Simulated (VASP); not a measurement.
Input of a VASP 6.6.1 run:

Contents of INCAR:

```
  PREC = Accurate
  ENCUT = 520
  EDIFF = 1E-7
  ISMEAR = 0
  SIGMA = 0.15
  LREAL = False
  LASPH = True
  NELM = 80
  ALGO = Fast
  ISIF = 2
  LWAVE = False
  LCHARG = True
  GGA = PE
  LELF = True
  LVHAR = True
  NBANDS = 18
```

File KPOINTS:

```
regular mesh
0
Gamma
  14 14 14
```

The input POSCAR:

```
TiAl3
1.0
   -1.9225789803      1.9225789803      4.3111351100
    1.9225789803     -1.9225789803      4.3111351100
    1.9225789803      1.9225789803     -4.3111351100
Ti Al
1 3
Direct
    0.0060467121     -0.0046160205     -0.0106627326
    0.4888660414      0.4782907846     -0.0105752567
    0.7502033495      0.2649491676      0.5147458181
    0.2502033495      0.7649491676      0.5147458181
```

Potentials or basis: VASP PAW PBE potentials, release 64 (Ti_sv, Al).

Command:

```console
$ cat potpaw_PBE.64/Ti_sv/POTCAR potpaw_PBE.64/Al/POTCAR > POTCAR
$ mpirun -np 1 vasp_std > vasp.out
```

(1) Estimate the pressure.

(2) Predict the band gap on the k mesh.

(3) Estimate the largest force.

Results:

(1) 0.4 GPa.

(2) zero (an odd number of electrons rules out a gap without spin polarisation).

(3) 0.502 eV/Å.

Caveat: the cell differs from its parent crystal (atoms displaced along several vibrational modes).
